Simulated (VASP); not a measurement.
YTe, 2 atoms in the cell. Symmetry: I4/mmm, No. 139, tetragonal system. The conventional cell has a = 4.056 Å, b = 4.056 Å, c = 6.883 Å, α = 90.00°, β = 90.00°, γ = 90.00°. Y (site symmetry 4/mmm) has 6 Te at 2.87 to 3.44 Å within 3.8 Å. Te (site symmetry 4/mmm) has 6 Y at 2.87 to 3.44 Å within 3.8 Å.  This cell differs from its parent crystal: ratio of the length along z to the lengths across it x 1.2, volume and fractional coordinates fixed.

- Program: VASP 6.6.1
- Task: single point
- Functional: PBEsol
- Potentials or basis: VASP PAW PBE potentials, release 64 (Y_sv, Te)
- Cutoff: 520 eV
- k mesh: 16 × 16 × 16
- Occupations: gaussian, width 0.15 eV
- Spin: no spin polarisation
- Dipole correction: no
- Further INCAR settings: ALGO = Normal; EDIFF = 1e-06; NBANDS = 16

Potentials or basis: VASP PAW PBE potentials, release 64 (Y_sv, Te).

The run is started by

```sh
$ cat potpaw_PBE.64/Y_sv/POTCAR potpaw_PBE.64/Te/POTCAR > POTCAR
$ mpirun -np 1 vasp_std > vasp.out
```

Hardware: 1 thread of Intel(R) Xeon(R) 6975P-C (Granite Rapids), with other jobs on the host.

Task: Estimate the wall time of this run.

Result: Run time: 120 s on 1 thread of Intel(R) Xeon(R) 6975P-C (Granite Rapids), with other jobs on the host, peak memory 0.48 GiB. Counts: scf iterations 13, k points 349.
